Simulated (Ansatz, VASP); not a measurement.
## One calculation of GaN, two programs

File INCAR:

```
SYSTEM = GaN
  PREC = Accurate
  ENCUT = 520
  EDIFF = 1E-7
  ISMEAR = 0
  SIGMA = 0.03
  LREAL = .FALSE.
  LASPH = .TRUE.
  NELM = 100
  ALGO = Normal
  ISIF = 2
  LWAVE = .FALSE.
  LCHARG = .TRUE.
  GGA = CA
  LELF = .TRUE.
  LVHAR = .TRUE.
  NBANDS = 16
```

KPOINTS

```
Automatic mesh
0
G
  14 14 14
  0 0 0
```

The input POSCAR:

```
GaN
1.0
    0.0026690438      2.1352350000      2.1352350000
    2.1379040438      0.0000000000      2.1379040438
    2.1352350000      2.1352350000      0.0026690438
Ga N
1 1
Direct
    0.0000000000      0.0000000000      0.0000000000
    0.5000000000      0.5000000000      0.5000000000
```

Input for Ansatz:

```yaml
crystal:
  lattice:
    - [0.0026690438, 2.135235, 2.135235]
    - [2.1379040438, 0.0, 2.1379040438]
    - [2.135235, 2.135235, 0.0026690438]
  atoms:
    - { symbol: Ga, position: [0.0, 0.0, 0.0] }
    - { symbol: "N", position: [0.5, 0.5, 0.5] }
basis:
  ecutwfc: 420
kpoints:
  mp_grid: { grid: [14, 14, 14] }
hamiltonian:
  xc: lda
scf:
  occupations: { method: gaussian, width: 0.03 }
output:
  forces: true
  stress: true
  eigenvalues: true
```

Change from the starting cell: strain +0.0025 x Voigt [0, 0, 0, 0, 1, 0], atoms carried along.

Alike in both runs: task single point; functional LDA; k mesh 14 × 14 × 14; occupations gaussian, width 0.03 eV; no spin polarisation.

|  | VASP | Ansatz |
| --- | --- | --- |
| version | VASP 6.6.1 | Ansatz 0.2.0 |
| potentials or method | VASP PAW LDA potentials, release 64 (Ga_d, N), cutoff 520 eV | scalar-relativistic, plane waves, PAW |
| valence electrons in the cell | 18 | 18 |

```tsv
	VASP	Ansatz	Ansatz less VASP
gap on the k mesh at the Fermi level (eV)	0.21	0.19	-0.020
least direct gap on the mesh (eV)	2.43	2.40	-0.029
pressure (GPa)	-12.6	-13.7	-1.10
traceless stress, the component that is largest in VASP (GPa)	-0.52	-0.52	-0.001
```

LDA's correlation is that of Perdew and Zunger in VASP and of Perdew and Wang (1992) in Ansatz.
